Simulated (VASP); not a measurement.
# AgSn2SeI3 (P1) in VASP: notebook

AgSn2SeI3 is run at these levels: PBE; tasks: single point.

Everything below comes from runs of VASP 6.6.1. Logs are shortened: lines on timing, memory, paths and dates and some standing lists are left out, and cuts for length are marked.

## Step 1: The cell of the first run

The typed cell holds 7 atoms: a = 4.472 Å, b = 7.509 Å, c = 8.305 Å, α = 90.69°, β = 103.60°, γ = 90.76°.

## Step 2: Single point, PBE

INCAR reads:

```
SYSTEM = AgSn2SeI3
PREC = Accurate
ENCUT = 520
EDIFF = 1E-6
ISMEAR = 0
SIGMA = 0.1
LREAL = .FALSE.
LASPH = .TRUE.
NELM = 60
ALGO = Normal
ISIF = 2
LWAVE = .FALSE.
LCHARG = .TRUE.
GGA = PE
LELF = .TRUE.
LVHAR = .TRUE.
NBANDS = 42
```

KPOINTS reads:

```
regular mesh
0
G
  4 2 2
  0 0 0
```

POSCAR reads:

```
AgSn2SeI3
1.0
    4.4714110795     -0.0135418155      0.0769449272
   -0.0771335793      7.5083258256     -0.0180902282
   -2.0920380067     -0.1017528294      8.0368451310
Ag Sn Se I
1 2 1 3
Direct
    0.8884299172      0.0580378093      0.0946506051
    0.3016878384      0.0679449290      0.6166377352
    0.4382682990      0.5233689869      0.8899844775
    0.7901279957      0.2411294621      0.8232227164
    0.9413254472      0.6886706031      0.1496477156
    0.4781453913      0.1947080472      0.3061383181
    0.6620151012      0.7261401721      0.6197184221
```

Potentials or basis: VASP PAW PBE potentials, release 64 (Ag, Sn_d, Se, I).

Started as:

```
$ cat potpaw_PBE.64/Ag/POTCAR potpaw_PBE.64/Sn_d/POTCAR potpaw_PBE.64/Se/POTCAR potpaw_PBE.64/I/POTCAR > POTCAR
$ mpirun -np 1 vasp_std > vasp.out
```

OUTCAR:

```text
SYSTEM = AgSn2SeI3
   PREC = Accurate
   ENCUT = 520
   EDIFF = 1E-6
   ISMEAR = 0
   LREAL = .FALSE.
   LASPH = .TRUE.
   NELM = 60
   ISIF = 2
   GGA = PE

 ion  position               nearest neighbor table
   1  0.888  0.058  0.095-   4 2.61   5 2.82   6 2.97   6 3.00
   2  0.302  0.068  0.617-   4 2.74   6 3.03   7 3.05
   3  0.438  0.523  0.890-   4 2.78   5 2.97   7 3.07   5 3.66
   4  0.790  0.241  0.823-   1 2.61   2 2.74   3 2.78
   5  0.941  0.689  0.150-   1 2.82   3 2.97   3 3.66
   6  0.478  0.195  0.306-   1 2.97   1 3.00   2 3.03
   7  0.662  0.726  0.620-   2 3.05   3 3.07

  LATTYP: Found a triclinic cell.
 ALAT       =     8.4562579303
 B/A-ratio  =     0.5288501855
 C/A-ratio  =     0.8879511325
 COS(alpha) =     0.0133402876
 COS(beta)  =     0.0188355487
 COS(gamma) =     0.2978813431

  Lattice vectors:

 A1 = (  -2.3793730728,   0.1152946449,  -8.1137900582)
 A2 = (  -4.4714110795,   0.0135418155,  -0.0769449272)
 A3 = (  -0.0771335793,   7.5083258256,  -0.0180902282)

Analysis of symmetry for initial positions (statically):
=====================================================================
 Subroutine PRICEL returns:
 Original cell was already a primitive cell.

 Routine SETGRP: Setting up the symmetry group for a
 triclinic supercell.

 Subroutine GETGRP returns: Found  1 space group operations
 (whereof  1 operations were pure point group operations)
 out of a pool of  2 trial point group operations.

The static configuration has the point symmetry C_1 .

Analysis of symmetry for dynamics (positions and initial velocities):
=====================================================================
 Subroutine PRICEL returns:
 Original cell was already a primitive cell.

 Routine SETGRP: Setting up the symmetry group for a
 triclinic supercell.

 Subroutine GETGRP returns: Found  1 space group operations
 (whereof  1 operations were pure point group operations)
 out of a pool of  2 trial point group operations.

The dynamic configuration has the point symmetry C_1 .

 Subroutine INISYM returns: Found  1 space group operations
 (whereof  1 operations are pure point group operations),
 and found     1 'primitive' translations

----------------------------------------------------------------------------------------

                                     Primitive cell

  volume of cell :     271.0116

  direct lattice vectors                    reciprocal lattice vectors
     4.471411080 -0.013541816  0.076944927     0.222652520  0.002427040  0.057988487
    -0.077133579  7.508325826 -0.018090228     0.000372693  0.133193608  0.001783351
    -2.092038007 -0.101752829  8.036845131    -0.002130841  0.000276571  0.123875765

  length of vectors
     4.472093575  7.508743806  8.305290863     0.230092807  0.133206068  0.123894399

  position of ions in fractional coordinates (direct lattice)
     0.888429917  0.058037809  0.094650605
     0.301687838  0.067944929  0.616637735
     0.438268299  0.523368987  0.889984478
     0.790127996  0.241129462  0.823222716
     0.941325447  0.688670603  0.149647716
     0.478145391  0.194708047  0.306138318
     0.662015101  0.726140172  0.619718422

  ion indices of the primitive-cell ions
   primitive index   ion index
                 1           1
                 2           2
                 3           3
                 4           4
                 5           5
                 6           6
                 7           7

----------------------------------------------------------------------------------------

 KPOINTS: regular mesh

Automatic generation of k-mesh.
 Grid dimensions read from file:
 generate k-points for:    4    2    2

 Generating k-lattice:

  Cartesian coordinates                     Fractional coordinates (reciprocal lattice)
     0.055663130  0.000606760  0.014497122     0.250000000  0.000000000 -0.000000000
     0.000186346  0.066596804  0.000891675    -0.000000000  0.500000000  0.000000000
    -0.001065421  0.000138285  0.061937883    -0.000000000  0.000000000  0.500000000

  Length of vectors
     0.057523202  0.066603034  0.061947200

  Shift w.r.t. Gamma in fractional coordinates (k-lattice)
     0.000000000  0.000000000  0.000000000

 Subroutine IBZKPT returns following result:
 ===========================================

 Found     12 irreducible k-points:

 Following reciprocal coordinates:
            Coordinates               Weight
  0.000000  0.000000  0.000000      1.000000
  0.250000 -0.000000  0.000000      2.000000
  0.500000 -0.000000  0.000000      1.000000
  0.000000  0.500000  0.000000      1.000000
  0.250000  0.500000  0.000000      2.000000
  0.500000  0.500000  0.000000      1.000000
 -0.000000  0.000000  0.500000      1.000000
  0.250000 -0.000000  0.500000      2.000000
  0.500000 -0.000000  0.500000      1.000000
  0.000000  0.500000  0.500000      1.000000
  0.250000  0.500000  0.500000      2.000000
  0.500000  0.500000  0.500000      1.000000
   k-points           NKPTS =     12   k-points in BZ     NKDIM =     12   number of bands    NBANDS=     42
   number of dos      NEDOS =    301   number of ions     NIONS =      7
   total plane-waves  NPLWV = 129024
   dimension x,y,z NGX =    36 NGY =   56 NGZ =   64
   dimension x,y,z NGXF=    72 NGYF=  112 NGZF=  128
   ions per type =               1   2   1   3
   NGX,Y,Z   is equivalent  to a cutoff of  13.38, 12.40, 12.81 a.u.
   NGXF,Y,Z  is equivalent  to a cutoff of  26.77, 24.80, 25.62 a.u.
 SYSTEM =  AgSn2SeI3
   PREC   = accura    normal or accurate (medium, high low for compatibility)
   ISTART =      0    job   : 0-new  1-cont  2-samecut
   ICHARG =      2    charge: 1-file 2-atom 10-const
   ISPIN  =      1    spin polarized calculation?
   LNONCOLLINEAR =      F non collinear calculations
   LSORBIT =      F    spin-orbit coupling
   LASPH  =      T    aspherical Exc in radial PAW
   ENCUT  =  520.0 eV  38.22 Ry    6.18 a.u.   8.32 13.96 15.44*2*pi/ulx,y,z
   NELM   =     60;   NELMIN=  2; NELMDL= -5     # of ELM steps
   EDIFF  = 0.1E-05   stopping-criterion for ELM
   LREAL  =      F    real-space projection
   EDIFFG = 0.1E-04   stopping-criterion for IOM
   NSW    =      0    number of steps for IOM
   IBRION =     -1    ionic relax: 0-MD 1-quasi-New 2-CG
   NFREE  =      0    steps in history (QN), initial steepest desc. (CG)
   ISIF   =      2    stress and relaxation
   ISYM   =      2    0-nonsym 1-usesym 2-fastsym
   POTIM  = 0.5000    time-step for ionic-motion
   TEBEG  =    0.0;   TEEND  =   0.0 temperature during run
   PSTRESS=    0.0 pullay stress
   NELECT =      66.0000    total number of electrons
   NUPDOWN=      -1.0000    fix difference up-down
   EMIN   =  10.00;   EMAX   =-10.00  energy-range for DOS
   EFERMI =   0.00;   METHOD = LEGACY
   ISMEAR =     0;   SIGMA  =   0.10  broadening in eV -4-tet -1-fermi 0-gaus
   EFERMI_NEDOS =   21; number of points for ismear=-14 and -15
   IALGO  =     38    algorithm
   IMIX   =      4    mixing-type and parameters
     AMIX     =   0.40;   BMIX     =  1.00
     AMIX_MAG =   1.60;   BMIX_MAG =  1.00
  volume/ion in A,a.u.               =      38.72       261.27
  Fermi-wavevector in a.u.,A,eV,Ry     =   1.022336  1.931934 14.220405  1.045170
  Thomas-Fermi vector in A             =   2.156009
   LORBIT       =      0    0 simple, 1 ext, 2 COOP (PROOUT), +10 PAW based schemes
   GGA     = PE    functional components
   LHFCALC =     F    Hartree Fock is set to
   AEXX    =    0.0000 exact exchange contribution
   IVDW    =     0    specifies the selected vdW correction
   LEPSILON=     F    determine dielectric tensor
   LRPA    =     F    only Hartree local field effects (RPA)
 non-spin polarized calculation
 Gauss-broadening in eV      SIGMA  =   0.10
  energy-cutoff  :      520.00
  volume of cell :      271.01
 maximum number of plane-waves:      7322
 NGX is ok and might be reduce to    36
   NGX = 17   NGY = 27   NGZ = 31

 number of electron      66.0000000 magnetization

 Free energy of the ion-electron system (eV)
  ---------------------------------------------------
  ext. energy  EPLUGINS =         0.00000000
  ---------------------------------------------------
  free energy    TOTEN  =       -21.04519318 eV

  energy without entropy =      -21.04519318  energy(sigma->0) =      -21.04519318

 E-fermi :   3.0857     XC(G=0):  -8.1002

 val. band max:        2.6405757694   @ k =   0.5000  -0.0000   0.0000
 cond. band min:       4.3351486050   @ k =   0.5000  -0.0000   0.5000
 fundamental gap:      1.6945728356
 Fermi energy:         3.0856942428

 k-point     1 :       0.0000    0.0000    0.0000
  band No.  band energies     occupation
      1     -18.5303      2.00000
      2     -18.5214      2.00000
      3     -18.4759      2.00000
      4     -18.4616      2.00000
      5     -18.4603      2.00000
      6     -18.4516      2.00000
[... 34 lines left out ...]
     41       8.2391      0.00000
     42       8.8186      0.00000

 k-point     2 :       0.2500   -0.0000    0.0000
  band No.  band energies     occupation
      1     -18.5307      2.00000
      2     -18.5206      2.00000
      3     -18.4759      2.00000
      4     -18.4620      2.00000
      5     -18.4601      2.00000
      6     -18.4531      2.00000
[... 34 lines left out ...]
     41       8.0603      0.00000
     42       8.8235      0.00000

 k-point     3 :       0.5000   -0.0000    0.0000
  band No.  band energies     occupation
      1     -18.5311      2.00000
      2     -18.5199      2.00000
      3     -18.4760      2.00000
      4     -18.4626      2.00000
      5     -18.4598      2.00000
      6     -18.4548      2.00000
[... 357 lines left out ...]
      4     -18.4622      2.00000
      5     -18.4601      2.00000
      6     -18.4532      2.00000
[... 34 lines left out ...]
     41       8.2434      0.00000
     42       8.6742      0.00000

 k-point    12 :       0.5000    0.5000    0.5000
  band No.  band energies     occupation
      1     -18.5313      2.00000
      2     -18.5199      2.00000
      3     -18.4756      2.00000
      4     -18.4627      2.00000
      5     -18.4599      2.00000
      6     -18.4549      2.00000
[... 34 lines left out ...]
     41       8.0726      0.00000
     42       8.8358      0.00000

------------------------ aborting loop because EDIFF is reached ----------------------------------------

  FORCE on cell =-STRESS in cart. coord.  units (eV):
  Direction    XX          YY          ZZ          XY          YZ          ZX
  --------------------------------------------------------------------------------------
  -------------------------------------------------------------------------------------
  Total        0.0331340      0.0119385      0.0144300      0.0044191      0.0081097      0.0405909
  in kB        0.1958832      0.0705783      0.0853077      0.0261250      0.0479433      0.2399668
  external PRESSURE =       0.1172564 kB  Pullay stress =       0.0000000 kB

 VOLUME and BASIS-vectors are now :
 -----------------------------------------------------------------------------
  energy-cutoff  :      520.00
  volume of cell :      271.01
      direct lattice vectors                 reciprocal lattice vectors
     4.471411080 -0.013541816  0.076944927     0.222652520  0.002427040  0.057988487
    -0.077133579  7.508325826 -0.018090228     0.000372693  0.133193608  0.001783351
    -2.092038007 -0.101752829  8.036845131    -0.002130841  0.000276571  0.123875765

 POSITION                                       TOTAL-FORCE (eV/Angst)
 -----------------------------------------------------------------------------------
      3.77005      0.41410      0.82800         0.001187     -0.012705      0.005654
      0.05370      0.44332      4.97781        -0.011488      0.004480     -0.006104
      0.05743      3.83313      7.17692        -0.004078      0.008277     -0.008007
      1.79217      1.71601      6.67255         0.014852      0.009283      0.002653
      3.84286      5.14279      1.26267         0.013626      0.008559      0.013582
      1.48251      1.42431      2.49365        -0.001102     -0.003349     -0.014566
      1.60766      5.38007      5.01838        -0.012998     -0.014546      0.006788
 -----------------------------------------------------------------------------------
    total drift:                                0.000300      0.000918      0.000956

  FREE ENERGIE OF THE ION-ELECTRON SYSTEM (eV)
  ---------------------------------------------------
  free  energy   TOTEN  =       -21.0451931793 eV

  energy  without entropy=      -21.0451931792  energy(sigma->0) =      -21.04519318
```

Wall time 2 min (1 thread of AMD EPYC 9R14 (Zen 4), shared host); peak memory 0.38 GiB.

Results:

```
Free energy            : -21.0452 eV
Pressure               : 0.0 GPa
Largest force          : 0.021 eV/Å
Band gap on the k mesh : 1.69 eV (least direct gap 1.77 eV)
```

Forces on the atoms (eV/Å):
```
Ag   0.001 -0.013  0.006
Sn  -0.011  0.004 -0.006
Sn  -0.004  0.008 -0.008
Se   0.015  0.009  0.003
I    0.014  0.009  0.014
I   -0.001 -0.003 -0.015
I   -0.013 -0.015  0.007
```

Levels at points of the mesh, in eV from the valence-band top:
| k point | band 29 | band 30 | band 31 | band 32 | band 33 | band 34 | band 35 | band 36 | band 37 | band 38 |
| --- | --- | --- | --- | --- | --- | --- | --- | --- | --- | --- |
| (0.00, 0.00, 0.00) | -1.02 | -0.81 | -0.55 | -0.33 | -0.25 | 1.97 | 2.33 | 2.84 | 3.04 | 3.40 |
| (0.50, 0.00, 0.00) | -1.30 | -1.27 | -1.04 | -0.91 | 0.00 | 1.94 | 2.00 | 2.50 | 3.37 | 4.09 |
| (0.00, 0.50, 0.00) | -1.14 | -0.92 | -0.66 | -0.58 | -0.50 | 1.87 | 2.16 | 2.64 | 3.34 | 3.42 |
| (0.50, 0.50, 0.00) | -1.35 | -1.20 | -1.03 | -0.71 | -0.32 | 2.00 | 2.36 | 3.01 | 3.16 | 3.61 |
| (0.00, 0.00, 0.50) | -0.99 | -0.75 | -0.66 | -0.57 | -0.26 | 1.99 | 2.70 | 2.71 | 3.06 | 3.31 |
| (0.50, 0.00, 0.50) | -1.32 | -1.26 | -0.93 | -0.78 | -0.07 | 1.69 | 2.24 | 2.33 | 3.51 | 3.67 |
| (0.00, 0.50, 0.50) | -1.21 | -1.01 | -0.88 | -0.66 | -0.38 | 2.01 | 2.49 | 2.83 | 3.01 | 3.86 |
| (0.50, 0.50, 0.50) | -1.21 | -1.09 | -0.93 | -0.73 | -0.62 | 2.18 | 2.55 | 2.83 | 3.10 | 3.46 |

Caveat: spin-orbit coupling is left out, which moves the levels of the heavy elements. A k mesh can miss the band edges.

## Step 3: Single point, PBE

INCAR reads:

```
ALGO = Normal
EDIFF = 1E-7
ENCUT = 520
GGA = PE
ISIF = 2
ISMEAR = 0
LASPH = T
LCHARG = T
LELF = T
LREAL = F
LVHAR = T
LWAVE = F
NBANDS = 42
NELM = 60
PREC = Accurate
SIGMA = 0.1
```

KPOINTS reads:

```
k-points
0
Gamma
  4 2 2
```

POSCAR reads:

```
AgSn2SeI3
1.0
    4.4814760043     -0.0177909244      0.0741051415
   -0.0847247756      7.5170786299      0.0080996657
   -2.1009495280     -0.0712369396      8.0131459144
Ag Sn Se I
1 2 1 3
Direct
    0.8891860980      0.0546579283      0.0916143826
    0.3005958906      0.0717620823      0.6150323885
    0.4412296585      0.5224142064      0.8946528869
    0.7906078212      0.2428315639      0.8217644385
    0.9456540623      0.6884745614      0.1533453028
    0.4797008331      0.1928459297      0.3019026966
    0.6530256263      0.7270137377      0.6216878942
```

Potentials or basis: VASP PAW PBE potentials, release 64 (Ag, Sn_d, Se, I).

Started as:

```
$ cat potpaw_PBE.64/Ag/POTCAR potpaw_PBE.64/Sn_d/POTCAR potpaw_PBE.64/Se/POTCAR potpaw_PBE.64/I/POTCAR > POTCAR
$ mpirun -np 1 vasp_std > vasp.out
```

Run time: 2 min. Hardware: 1 thread of AMD EPYC 9R14 (Zen 4), shared host; peak memory 0.38 GiB.

The run converged. Its results:

- Free energy: -21.0460 eV
- Pressure: 0.0 GPa
- Largest force: 0.018 eV/Å
- Band gap on the k mesh: 1.73 eV (least direct gap 1.79 eV)

Forces on the atoms (eV/Å):
```
Ag   0.003  0.003  0.003
Sn  -0.010 -0.007  0.003
Sn  -0.009 -0.006 -0.004
Se   0.006  0.008 -0.011
I    0.008 -0.015  0.006
I   -0.001  0.009  0.003
I    0.002  0.008  0.000
```

Levels at points of the mesh, in eV from the valence-band top:
| k point | band 30 | band 31 | band 32 | band 33 | band 34 | band 35 | band 36 | band 37 |
| --- | --- | --- | --- | --- | --- | --- | --- | --- |
| (0.00, 0.00, 0.00) | -0.81 | -0.54 | -0.31 | -0.23 | 2.02 | 2.32 | 2.87 | 3.05 |
| (0.50, 0.00, 0.00) | -1.24 | -1.05 | -0.90 | 0.00 | 1.99 | 2.04 | 2.52 | 3.36 |
| (0.00, 0.50, 0.00) | -0.90 | -0.65 | -0.55 | -0.48 | 1.89 | 2.18 | 2.65 | 3.33 |
| (0.50, 0.50, 0.00) | -1.19 | -1.03 | -0.70 | -0.26 | 1.98 | 2.35 | 3.01 | 3.19 |
| (0.00, 0.00, 0.50) | -0.73 | -0.65 | -0.54 | -0.26 | 2.00 | 2.71 | 2.72 | 3.07 |
| (0.50, 0.00, 0.50) | -1.22 | -0.94 | -0.76 | -0.07 | 1.73 | 2.27 | 2.33 | 3.49 |
| (0.00, 0.50, 0.50) | -1.01 | -0.90 | -0.65 | -0.35 | 2.02 | 2.51 | 2.87 | 2.99 |
| (0.50, 0.50, 0.50) | -1.09 | -0.92 | -0.71 | -0.57 | 2.19 | 2.52 | 2.86 | 3.11 |

Caveat: spin-orbit coupling is left out, which moves the levels of the heavy elements. A k mesh can miss the band edges.
